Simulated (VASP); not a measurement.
The system is MnSb2.

```
Mn Sb
1.0
     5.37561    0.00000    0.00000
     0.00000    5.37561    0.00000
     0.00000    0.00000    5.37561
Mn Sb
2 4
Direct
  0.00000 0.00000 0.00000
  0.50000 0.50000 0.50000
  0.25000 0.25000 0.25000
  0.25000 0.75000 0.75000
  0.75000 0.75000 0.25000
  0.75000 0.25000 0.75000
```

| Quantity | Value |
| --- | --- |
| Program | VASP 6.6.1 |
| Task | relaxation of cell and atoms |
| Functional | PBE |
| Potentials or basis | VASP PAW PBE potentials, release 64 (Mn_pv, Sb) |
| Cutoff | 600 eV |
| k mesh | 4 × 4 × 4 |
| Occupations | gaussian, width 0.1 eV |
| Spin | collinear spin, ferromagnetic start |
| Starting moments | [1.09, 1.09, 0.0, 0.0, 0.0, 0.0] μB |

At the start: pressure 6.8 GPa; volume 25.89 Å³/atom.

Question: Where does the relaxation end?

Answer: Over 6 steps the energy falls by 30.2 meV/atom and the volume is 27.94 Å³/atom (+7.9 %); space group Pn-3m (No. 224, to 0.1 Å) before and after; moment 0.00 μB per cell.

Step by step:
```tsv
step	energy change (eV)	largest force (eV/Å)	pressure (GPa)	volume (Å³)
1	0.0000	0.0000	6.80	155.34
2	0.0077	0.0000	-4.21	181.36
3	-0.1798	0.0000	1.03	166.83
4	-0.1789	0.0000	-0.55	169.44
5	-0.1811	0.0000	-0.30	168.52
6	-0.1813	0.0000	0.06	167.66
```

Final structure:
```cif
data_structure
_symmetry_space_group_name_H-M 'P 1'
_symmetry_Int_Tables_number 1
_cell_length_a 5.5142
_cell_length_b 5.5142
_cell_length_c 5.5142
_cell_angle_alpha 90.000
_cell_angle_beta 90.000
_cell_angle_gamma 90.000
_cell_volume 167.66
loop_
_atom_site_label
_atom_site_type_symbol
_atom_site_fract_x
_atom_site_fract_y
_atom_site_fract_z
_atom_site_occupancy
Mn1 Mn 0.00000 0.00000 0.00000 1
Mn2 Mn 0.50000 0.50000 0.50000 1
Sb1 Sb 0.25000 0.25000 0.25000 1
Sb2 Sb 0.25000 0.75000 0.75000 1
Sb3 Sb 0.75000 0.75000 0.25000 1
Sb4 Sb 0.75000 0.25000 0.75000 1
```
